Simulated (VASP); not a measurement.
Set up this calculation in VASP 6.6.1, as the native input.

| Quantity | Value |
| --- | --- |
| Task | single point |
| Functional | PBE |
| Potentials or basis | VASP PAW PBE potentials, release 64 (Co) |
| Cutoff | 520 eV |
| k mesh | 11 × 7 × 9 |
| Occupations | fermi-dirac, width 0.05 eV |
| Spin | collinear spin, ferromagnetic start |
| Starting moments | [1.95, 1.95] μB |
| Dipole correction | no |
| Further INCAR settings | ALGO = Normal; EDIFF = 1e-06; NBANDS = 20; ISYM = 0 |

The structure of Co lies in POSCAR:

```
Co
1.0
    0.0000000000     -1.8074000000     -1.8074000000
   -3.6148000000     -1.8074000000     -1.8074000000
    0.0000000000      1.8074000000     -1.8074000000
Co
2
Direct
    0.0000000000      0.0000000000      0.0000000000
    0.0000000000      0.5000000000      0.5000000000
```

This isn't the form of Co at room conditions, which is hcp.

The input as run:

INCAR

```
SYSTEM = Co
PREC = Accurate
ENCUT = 520
EDIFF = 1E-6
ISMEAR = -1
SIGMA = 0.05
LREAL = .FALSE.
LASPH = .TRUE.
NELM = 150
ALGO = Normal
ISIF = 2
LWAVE = .FALSE.
LCHARG = .FALSE.
ISPIN = 2
MAGMOM = 1.95 1.95
LORBIT = 11
LMAXMIX = 4
GGA = PE
NBANDS = 20
ISYM = 0
```

KPOINTS

```
regular mesh
0
G
  11 7 9
  0 0 0
```

Potentials or basis: VASP PAW PBE potentials, release 64 (Co).

Command:

```bash
$ cat potpaw_PBE.64/Co/POTCAR > POTCAR
$ mpirun -np 1 vasp_std > vasp.out
```

Results of the run:

```yaml
Pressure: -14.3 GPa
Net_moment: 3.36 μB per cell
Site_moments: Co +1.72 μB
Valence_electrons_inside_the_program's_atomic_spheres: Co 8.12
```

Caveat: the cell stands under tension.

Wall time 2.6 min on 1 thread of Intel(R) Xeon(R) 6975P-C (Granite Rapids), with other jobs on the host, peak memory 0.32 GiB.
